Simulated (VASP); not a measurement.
# Cr in VASP: further runs

Cr is run at these levels: PBE; tasks: electric field gradients.

Everything below comes from runs of VASP 6.6.1. Logs are shortened: lines on timing, memory, paths and dates and some standing lists are left out, and cuts for length are marked.

### 1 The cell of the first run

The structure is tetragonal, space group I4/mmm (No. 139). The conventional cell has a = 2.942 Å, b = 2.942 Å, c = 2.884 Å, α = 90.00°, β = 90.00°, γ = 90.00°. Cr (site symmetry 4/mmm) has 14 Cr at 2.53 to 2.94 Å within 3.3 Å.

### 2 Electric field gradients, PBE, collinear spin, ferromagnetic start (equal xx and yy strain of +2 %)

The input, INCAR:

```
  PREC = Accurate
  ENCUT = 520
  EDIFF = 1E-8
  ISMEAR = -1
  SIGMA = 0.08
  LREAL = F
  LASPH = T
  NELM = 150
  ALGO = Normal
  ISIF = 2
  LWAVE = F
  LCHARG = F
  ISPIN = 2
  MAGMOM = 3
  LORBIT = 11
  LMAXMIX = 4
  GGA = PE
  LEFG = T
  NBANDS = 16
```

The input, KPOINTS:

```
Automatic mesh
0
Gamma
  18 18 18
```

The input, POSCAR:

```
Cr
1.0
   -1.4707890000      1.4707890000      1.4419500000
    1.4707890000     -1.4707890000      1.4419500000
    1.4707890000      1.4707890000     -1.4419500000
Cr
1
Direct
    0.0000000000      0.0000000000      0.0000000000
```

Potentials or basis: VASP PAW PBE potentials, release 64 (Cr_pv).

The run is started by

```sh
cat potpaw_PBE.64/Cr_pv/POTCAR > POTCAR
mpirun -np 1 vasp_std > vasp.out
```

OUTCAR:

```text
PREC = Accurate
   ENCUT = 520
   EDIFF = 1E-8
   ISMEAR = -1
   LREAL = F
   LASPH = T
   NELM = 150
   ISIF = 2
   ISPIN = 2
   LORBIT = 11
   GGA = PE

 ion  position               nearest neighbor table
   1  0.000  0.000  0.000-

  LATTYP: Found a body centered tetragonal cell.
 ALAT       =     2.9415780000
 C/A-ratio  =     0.9803921569

  Lattice vectors:

 A1 = (  -1.4707890000,   1.4707890000,   1.4419500000)
 A2 = (   1.4707890000,  -1.4707890000,   1.4419500000)
 A3 = (   1.4707890000,   1.4707890000,  -1.4419500000)

Analysis of symmetry for initial positions (statically):
=====================================================================
 Subroutine PRICEL returns:
 Original cell was already a primitive cell.

 Routine SETGRP: Setting up the symmetry group for a
 body centered tetragonal supercell.

 Subroutine GETGRP returns: Found 16 space group operations
 (whereof 16 operations were pure point group operations)
 out of a pool of 16 trial point group operations.

The static configuration has the point symmetry D_4h.

Analysis of symmetry for dynamics (positions and initial velocities):
=====================================================================
 Subroutine PRICEL returns:
 Original cell was already a primitive cell.

 Routine SETGRP: Setting up the symmetry group for a
 body centered tetragonal supercell.

 Subroutine GETGRP returns: Found 16 space group operations
 (whereof 16 operations were pure point group operations)
 out of a pool of 16 trial point group operations.

The dynamic configuration has the point symmetry D_4h.

Analysis of structural, dynamic, and magnetic symmetry:
=====================================================================
 Subroutine PRICEL returns:
 Original cell was already a primitive cell.

 Routine SETGRP: Setting up the symmetry group for a
 body centered tetragonal supercell.

 Subroutine GETGRP returns: Found 16 space group operations
 (whereof 16 operations were pure point group operations)
 out of a pool of 16 trial point group operations.

The overall configuration has the point symmetry D_4h.

 Subroutine INISYM returns: Found 16 space group operations
 (whereof 16 operations are pure point group operations),
 and found     1 'primitive' translations

----------------------------------------------------------------------------------------

                                     Primitive cell

  volume of cell :      12.4770

  direct lattice vectors                    reciprocal lattice vectors
    -1.470789000  1.470789000  1.441950000     0.000000000  0.339953590  0.346752661
     1.470789000 -1.470789000  1.441950000     0.339953590  0.000000000  0.346752661
     1.470789000  1.470789000 -1.441950000     0.339953590  0.339953590  0.000000000

  length of vectors
     2.530940609  2.530940609  2.530940609     0.485598446  0.485598446  0.480766977

  position of ions in fractional coordinates (direct lattice)
     0.000000000  0.000000000  0.000000000

  ion indices of the primitive-cell ions
   primitive index   ion index
                 1           1

----------------------------------------------------------------------------------------

 KPOINTS: Automatic mesh

Automatic generation of k-mesh.
 Grid dimensions read from file:
 generate k-points for:   18   18   18

 Generating k-lattice:

  Cartesian coordinates                     Fractional coordinates (reciprocal lattice)
     0.000000000  0.018886311  0.019264037     0.055555556  0.000000000  0.000000000
     0.018886311  0.000000000  0.019264037     0.000000000  0.055555556  0.000000000
     0.018886311  0.018886311  0.000000000     0.000000000  0.000000000  0.055555556

  Length of vectors
     0.026977691  0.026977691  0.026709276

  Shift w.r.t. Gamma in fractional coordinates (k-lattice)
[... 44 lines left out ...]
   ISTART =      0    job   : 0-new  1-cont  2-samecut
   ICHARG =      2    charge: 1-file 2-atom 10-const
   ISPIN  =      2    spin polarized calculation?
   LNONCOLLINEAR =      F non collinear calculations
   LSORBIT =      F    spin-orbit coupling
   LASPH  =      T    aspherical Exc in radial PAW
   ENCUT  =  520.0 eV  38.22 Ry    6.18 a.u.   4.71  4.71  4.71*2*pi/ulx,y,z
   NELM   =    150;   NELMIN=  2; NELMDL= -5     # of ELM steps
   EDIFF  = 0.1E-07   stopping-criterion for ELM
   LREAL  =      F    real-space projection
   EDIFFG = 0.1E-06   stopping-criterion for IOM
   NSW    =      0    number of steps for IOM
   IBRION =     -1    ionic relax: 0-MD 1-quasi-New 2-CG
   NFREE  =      0    steps in history (QN), initial steepest desc. (CG)
   ISIF   =      2    stress and relaxation
   ISYM   =      2    0-nonsym 1-usesym 2-fastsym
   POTIM  = 0.5000    time-step for ionic-motion
   TEBEG  =    0.0;   TEEND  =   0.0 temperature during run
   PSTRESS=    0.0 pullay stress
   NELECT =      12.0000    total number of electrons
   NUPDOWN=      -1.0000    fix difference up-down
   EMIN   =  10.00;   EMAX   =-10.00  energy-range for DOS
   EFERMI =   0.00;   METHOD = LEGACY
   ISMEAR =    -1;   SIGMA  =   0.08  broadening in eV -4-tet -1-fermi 0-gaus
   EFERMI_NEDOS =   21; number of points for ismear=-14 and -15
   IALGO  =     38    algorithm
   IMIX   =      4    mixing-type and parameters
     AMIX     =   0.40;   BMIX     =  1.00
     AMIX_MAG =   1.60;   BMIX_MAG =  1.00
  volume/ion in A,a.u.               =      12.48        84.20
  Fermi-wavevector in a.u.,A,eV,Ry     =   1.615964  3.053729 35.529420  2.611339
  Thomas-Fermi vector in A             =   2.710627
   LORBIT       =     11    0 simple, 1 ext, 2 COOP (PROOUT), +10 PAW based schemes
   GGA     = PE    functional components
   LHFCALC =     F    Hartree Fock is set to
   AEXX    =    0.0000 exact exchange contribution
   IVDW    =     0    specifies the selected vdW correction
   LEPSILON=     F    determine dielectric tensor
   LRPA    =     F    only Hartree local field effects (RPA)
 spin polarized calculation
  energy-cutoff  :      520.00
  volume of cell :       12.48
 maximum number of plane-waves:       362
   NGX =  9   NGY =  9   NGZ =  9

 number of electron      12.0000005 magnetization       0.0000006

 number of electron      12.0000005 magnetization      -0.0000000

 Free energy of the ion-electron system (eV)
  ---------------------------------------------------
  ext. energy  EPLUGINS =         0.00000000
  ---------------------------------------------------
  free energy    TOTEN  =        -9.46533732 eV

  energy without entropy =       -9.44734367  energy(sigma->0) =       -9.45634049

 E-fermi :   9.9081     XC(G=0): -13.2322

 val. band max:        9.9076582997   @ k =   0.5000   0.5000   0.2778
 cond. band min:       9.9222463367   @ k =  -0.4444   0.4444   0.2778
 fundamental gap:      0.0145880370
 Fermi energy:         9.9081333475

 spin component 1

 k-point     1 :       0.0000    0.0000    0.0000
  band No.  band energies     occupation
      1     -32.9201      1.00000
      2     -32.9201      1.00000
      3     -32.9105      1.00000
      4       2.3393      1.00000
      5       8.9895      0.99999
      6       9.1401      0.99993
[... 435 lines left out ...]
      5       8.5600      1.00000
      6       8.8630      1.00000
[... 8 lines left out ...]
     15      37.4441      0.00000
     16      38.4391      0.00000

 [... further k-points ...]

 spin component 2

 k-point     1 :       0.0000    0.0000    0.0000
  band No.  band energies     occupation
      1     -32.9201      1.00000
      2     -32.9201      1.00000
      3     -32.9105      1.00000
      4       2.3393      1.00000
      5       8.9895      0.99999
      6       9.1401      0.99993
[... 435 lines left out ...]
      5       8.5600      1.00000
      6       8.8630      1.00000
[... 8 lines left out ...]
     15      37.4441      0.00000
     16      38.4391      0.00000

 [... further k-points ...]

------------------------ aborting loop because EDIFF is reached ----------------------------------------

  FORCE on cell =-STRESS in cart. coord.  units (eV):
  Direction    XX          YY          ZZ          XY          YZ          ZX
  --------------------------------------------------------------------------------------
  -------------------------------------------------------------------------------------
  Total       -1.4752100     -1.4752100     -1.0375537      0.0000000      0.0000000      0.0000000
  in kB     -189.4320595   -189.4320595   -133.2325186      0.0000000      0.0000000      0.0000000
  external PRESSURE =    -170.6988792 kB  Pullay stress =       0.0000000 kB

 VOLUME and BASIS-vectors are now :
 -----------------------------------------------------------------------------
  energy-cutoff  :      520.00
  volume of cell :       12.48
      direct lattice vectors                 reciprocal lattice vectors
    -1.470789000  1.470789000  1.441950000     0.000000000  0.339953590  0.346752661
     1.470789000 -1.470789000  1.441950000     0.339953590  0.000000000  0.346752661
     1.470789000  1.470789000 -1.441950000     0.339953590  0.339953590  0.000000000

 POSITION                                       TOTAL-FORCE (eV/Angst)
 -----------------------------------------------------------------------------------
      0.00000      0.00000      0.00000        -0.000000      0.000000     -0.000000
 -----------------------------------------------------------------------------------
    total drift:                                0.000000     -0.000000      0.000000

  FREE ENERGIE OF THE ION-ELECTRON SYSTEM (eV)
  ---------------------------------------------------
  free  energy   TOTEN  =        -9.4653373160 eV

  energy  without entropy=       -9.4473436735  energy(sigma->0) =       -9.45634049

 Electric field gradients (V/A^2)
---------------------------------------------------------------------
 ion       V_xx      V_yy      V_zz      V_xy      V_xz      V_yz
---------------------------------------------------------------------
   1       2.058     2.058    -4.116    -0.001    -0.001    -0.001
---------------------------------------------------------------------

 Electric field gradients after diagonalization (V/A^2)
 (convention: |V_zz| > |V_xx| > |V_yy|)
----------------------------------------------------------------------
 ion       V_xx      V_yy      V_zz     asymmetry (V_yy - V_xx)/ V_zz
----------------------------------------------------------------------
   1       2.059     2.057    -4.116       0.001
----------------------------------------------------------------------

           NMR quadrupolar parameters

 Cq : quadrupolar parameter    Cq=e*Q*V_zz/h
 eta: asymmetry parameters     (V_yy - V_xx)/ V_zz
 Q  : nuclear electric quadrupole moment in mb (millibarn)
----------------------------------------------------------------------
 ion       Cq(MHz)       eta       Q (mb)
----------------------------------------------------------------------
   1      -0.010       0.001       1.000
----------------------------------------------------------------------

 total charge

# of ion       s       p       d       tot
------------------------------------------
    1        0.413   6.359   4.128  10.899

 magnetization (x)

# of ion       s       p       d       tot
------------------------------------------
    1        0.000  -0.000   0.000   0.000
```

It took 90 s on 1 thread of Intel Xeon Platinum 8481C at 2.70GHz (Sapphire Rapids), shared host; peak memory 0.25 GiB.

Results:

* Free energy: -9.4653 eV
* Pressure: -17.1 GPa
* Band gap on the k mesh: zero (filled and empty bands overlap)
* Net moment: 0.00 μB per cell
* Largest electric field gradient by atom: Cr -4.1 V/Å²
* Valence electrons inside the program's atomic spheres: Cr 10.90

Stress tensor (GPa, compression positive):
```
-18.94   0.00   0.00
  0.00 -18.94   0.00
  0.00   0.00 -13.32
```

Levels at points of the mesh, in eV from the Fermi level:
Spin up:
| k point | band 2 | band 3 | band 4 | band 5 | band 6 | band 7 | band 8 | band 9 | band 10 | band 11 |
| --- | --- | --- | --- | --- | --- | --- | --- | --- | --- | --- |
| (0.00, 0.00, 0.00) | -42.83 | -42.82 | -7.57 | -0.92 | -0.77 | -0.77 | 0.96 | 1.11 | 7.07 | 21.55 |
| (0.50, 0.00, 0.00) | -43.06 | -42.83 | -4.06 | -2.26 | 1.01 | 1.05 | 1.38 | 2.54 | 7.06 | 9.10 |
| (0.50, 0.50, 0.00) | -43.04 | -42.82 | -4.05 | -2.08 | 0.84 | 0.91 | 1.28 | 2.52 | 7.06 | 8.91 |
| (0.50, 0.50, 0.50) | -43.33 | -43.30 | -3.88 | -3.83 | 2.18 | 2.18 | 2.21 | 7.06 | 9.70 | 9.70 |
Spin down:
| k point | band 3 | band 4 | band 5 | band 6 | band 7 | band 8 | band 9 | band 10 |
| --- | --- | --- | --- | --- | --- | --- | --- | --- |
| (0.00, 0.00, 0.00) | -42.82 | -7.57 | -0.92 | -0.77 | -0.77 | 0.96 | 1.11 | 7.07 |
| (0.50, 0.00, 0.00) | -42.83 | -4.06 | -2.26 | 1.01 | 1.05 | 1.38 | 2.54 | 7.06 |
| (0.50, 0.50, 0.00) | -42.82 | -4.05 | -2.08 | 0.84 | 0.91 | 1.28 | 2.52 | 7.06 |
| (0.50, 0.50, 0.50) | -43.30 | -3.88 | -3.83 | 2.18 | 2.18 | 2.21 | 7.06 | 9.70 |

Electric field gradients, principal values (V/Å²):
```tsv
atom	least	middle	greatest (by size)
1 Cr	2.057	2.059	-4.116
```

Caveat: the cell differs from its parent crystal (equal xx and yy strain of +2 %); the cell stands under tension; without QUAD_EFG the Cq values of the log hold for a quadrupole moment of 1 mb, not for the nuclei.

### 3 Electric field gradients, PBE, collinear spin, ferromagnetic start (equal xy, yz and zx shear strains of +3 %)

The input, INCAR:

```
SYSTEM = Cr
  PREC = Accurate
  ENCUT = 520
  EDIFF = 1E-8
  ISMEAR = -1
  SIGMA = 0.08
  LREAL = .False.
  LASPH = .True.
  NELM = 150
  ALGO = Normal
  ISIF = 2
  LWAVE = .False.
  LCHARG = .False.
  ISPIN = 2
  MAGMOM = 3
  LORBIT = 11
  LMAXMIX = 4
  GGA = PE
  LEFG = .True.
  NBANDS = 16
```

The input, KPOINTS:

```
regular mesh
0
Gamma
  18 18 18
  0 0 0
```

The input, POSCAR:

```
Cr
1.0
   -1.3986915000      1.4419500000      1.4419500000
    1.4419500000     -1.3986915000      1.4419500000
    1.4419500000      1.4419500000     -1.3986915000
Cr
1
Direct
    0.0000000000      0.0000000000      0.0000000000
```

Potentials or basis: VASP PAW PBE potentials, release 64 (Cr_pv).

The run is started by

```sh
cat potpaw_PBE.64/Cr_pv/POTCAR > POTCAR
mpirun -np 1 vasp_std > vasp.out
```

OUTCAR:

```text
SYSTEM = Cr
   PREC = Accurate
   ENCUT = 520
   EDIFF = 1E-8
   ISMEAR = -1
   LREAL = .False.
   LASPH = .True.
   NELM = 150
   ISIF = 2
   ISPIN = 2
   LORBIT = 11
   GGA = PE

 ion  position               nearest neighbor table
   1  0.000  0.000  0.000-

  LATTYP: Found a trigonal (rhomboedric) cell.
 ALAT       =     2.4728076183
 COS(alpha) =    -0.3196300452

  Lattice vectors:

 A1 = (  -1.3986915000,   1.4419500000,   1.4419500000)
 A2 = (   1.4419500000,  -1.3986915000,   1.4419500000)
 A3 = (   1.4419500000,   1.4419500000,  -1.3986915000)

Analysis of symmetry for initial positions (statically):
=====================================================================
 Subroutine PRICEL returns:
 Original cell was already a primitive cell.

 Routine SETGRP: Setting up the symmetry group for a
 trigonal (rhombohedral) supercell.

 Subroutine GETGRP returns: Found 12 space group operations
 (whereof 12 operations were pure point group operations)
[... 1121 lines left out ...]
     1.441950000  1.441950000 -1.398691500     0.341779766  0.341779766 -0.010253393

 POSITION                                       TOTAL-FORCE (eV/Angst)
 -----------------------------------------------------------------------------------
      0.00000      0.00000      0.00000         0.000000     -0.000000      0.000000
 -----------------------------------------------------------------------------------
    total drift:                                0.000000      0.000000      0.000000

  FREE ENERGIE OF THE ION-ELECTRON SYSTEM (eV)
  ---------------------------------------------------
  free  energy   TOTEN  =        -9.5004514695 eV

  energy  without entropy=       -9.4827511058  energy(sigma->0) =       -9.49160129

 Electric field gradients (V/A^2)
---------------------------------------------------------------------
 ion       V_xx      V_yy      V_zz      V_xy      V_xz      V_yz
---------------------------------------------------------------------
   1      -0.000    -0.000    -0.000    -0.185    -0.185    -0.185
---------------------------------------------------------------------

 Electric field gradients after diagonalization (V/A^2)
 (convention: |V_zz| > |V_xx| > |V_yy|)
----------------------------------------------------------------------
 ion       V_xx      V_yy      V_zz     asymmetry (V_yy - V_xx)/ V_zz
----------------------------------------------------------------------
   1       0.185     0.185    -0.370       0.000
----------------------------------------------------------------------

           NMR quadrupolar parameters

 Cq : quadrupolar parameter    Cq=e*Q*V_zz/h
 eta: asymmetry parameters     (V_yy - V_xx)/ V_zz
 Q  : nuclear electric quadrupole moment in mb (millibarn)
----------------------------------------------------------------------
 ion       Cq(MHz)       eta       Q (mb)
----------------------------------------------------------------------
   1      -0.001       0.000       1.000
----------------------------------------------------------------------

 total charge

# of ion       s       p       d       tot
------------------------------------------
    1        0.427   6.382   4.173  10.983

 magnetization (x)

# of ion       s       p       d       tot
------------------------------------------
    1       -0.000  -0.000   0.000   0.000
```

OSZICAR:

```text
N       E                     dE             d eps       ncg     rms          rms(c)
DAV:   1     0.811535067544E+02    0.81154E+02   -0.61892E+03 37928   0.853E+02
DAV:   2    -0.824667957660E+01   -0.89400E+02   -0.85103E+02 40416   0.246E+02
DAV:   3    -0.973274741213E+01   -0.14861E+01   -0.14825E+01 41920   0.349E+01
DAV:   4    -0.973803044900E+01   -0.52830E-02   -0.52830E-02 43584   0.207E+00
DAV:   5    -0.973807066821E+01   -0.40219E-04   -0.40218E-04 42344   0.162E-01    0.179E+01
DAV:   6    -0.945441253615E+01    0.28366E+00   -0.21443E+00 38304   0.257E+01    0.385E+00
DAV:   7    -0.950036323293E+01   -0.45951E-01   -0.15736E-01 39056   0.304E+00    0.227E+00
DAV:   8    -0.950399314783E+01   -0.36299E-02   -0.53776E-03 41408   0.881E-01    0.947E-01
DAV:   9    -0.950011816320E+01    0.38750E-02   -0.17853E-03 41344   0.464E-01    0.263E-01
DAV:  10    -0.950043957004E+01   -0.32141E-03   -0.32549E-04 40128   0.175E-01    0.561E-02
DAV:  11    -0.950045597700E+01   -0.16407E-04   -0.13487E-05 44168   0.300E-02    0.229E-02
DAV:  12    -0.950045393942E+01    0.20376E-05   -0.18215E-06 39776   0.104E-02    0.853E-03
DAV:  13    -0.950045164654E+01    0.22929E-05   -0.68564E-07 39584   0.681E-03    0.342E-03
DAV:  14    -0.950045145061E+01    0.19594E-06   -0.18227E-07 39096   0.508E-03    0.637E-04
DAV:  15    -0.950045146846E+01   -0.17854E-07   -0.72825E-09 30600   0.915E-04    0.217E-04
DAV:  16    -0.950045146953E+01   -0.10677E-08   -0.13944E-09 19464   0.332E-04
   1 F= -.95004515E+01 E0= -.94916013E+01  d E =-.177004E-01  mag=     0.0000
```

stdout:

```text
POSCAR found type information on POSCAR Cr
 POSCAR found :  1 types and       1 ions
 scaLAPACK will be used
 LDA part: xc-table for (Slater+PW92), standard interpolation
 POSCAR, INCAR and KPOINTS ok, starting setup
 FFT: planning ... GRIDC
 FFT: planning ... GRID_SOFT
 FFT: planning ... GRID
 WAVECAR not read
 entering main loop
ion   1
```

It took 3.5 min on 1 thread of Intel Xeon Platinum 8259CL at 2.50GHz (Skylake/Cascade Lake), shared host; peak memory 0.26 GiB.

Results:

- Free energy: -9.5005 eV
- Pressure: -8.9 GPa
- Band gap on the k mesh: zero (filled and empty bands overlap)
- Net moment: 0.00 μB per cell
- Largest electric field gradient by atom: Cr -0.4 V/Å²
- Valence electrons inside the program's atomic spheres: Cr 10.98

Electric field gradients, principal values (V/Å²):
```tsv
atom	least	middle	greatest (by size)
1 Cr	0.185	0.185	-0.370
```

Caveat: the cell differs from its parent crystal (equal xy, yz and zx shear strains of +3 %); the cell stands under tension; without QUAD_EFG the Cq values of the log hold for a quadrupole moment of 1 mb, not for the nuclei.

[end of part 1 of 2]
